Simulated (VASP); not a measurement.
# Sb: single point with PBE

The system is Sb.

```xyz
1
Lattice="-1.8964 1.8964 1.8964 1.8964 -1.8964 1.8964 1.8964 1.8964 -1.8964" Properties=species:S:1:pos:R:3 pbc="T T T"
Sb    0.0000    0.0000    0.0000
```

| Item | Value |
| --- | --- |
| Program | VASP 6.6.1 |
| Task | single point |
| Functional | PBE |
| Potentials or basis | VASP PAW PBE potentials, release 64 (Sb) |
| Cutoff | 520 eV |
| k mesh | 12 × 12 × 12 |
| Occupations | fermi-dirac, width 0.136057 eV |
| Spin | no spin polarisation |
| Dipole correction | no |
| Further INCAR settings | ALGO = Normal; EDIFF = 1e-07; NBANDS = 8 |

```json
{"Pressure": "-0.2 GPa"}
```

Levels at points of the mesh, in eV from the Fermi level:
```csv
k point,band 1,band 2,band 3,band 4,band 5,band 6,band 7
"(0.00, 0.00, 0.00)",-12.75,5.38,5.38,5.38,10.49,10.49,10.49
"(0.50, 0.00, 0.00)",-8.79,-5.51,1.65,3.69,6.37,6.90,13.65
"(0.50, 0.50, 0.50)",-5.66,-1.97,-1.97,-1.97,3.00,3.00,17.44
```

Run time: 6.7 s on 1 thread of Intel(R) Xeon(R) Platinum 8259CL CPU @ 2.50GHz (Skylake/Cascade Lake), on a shared host, peak memory 0.14 GiB.

Caveat: spin-orbit coupling is left out, which moves the levels of the heavy elements.
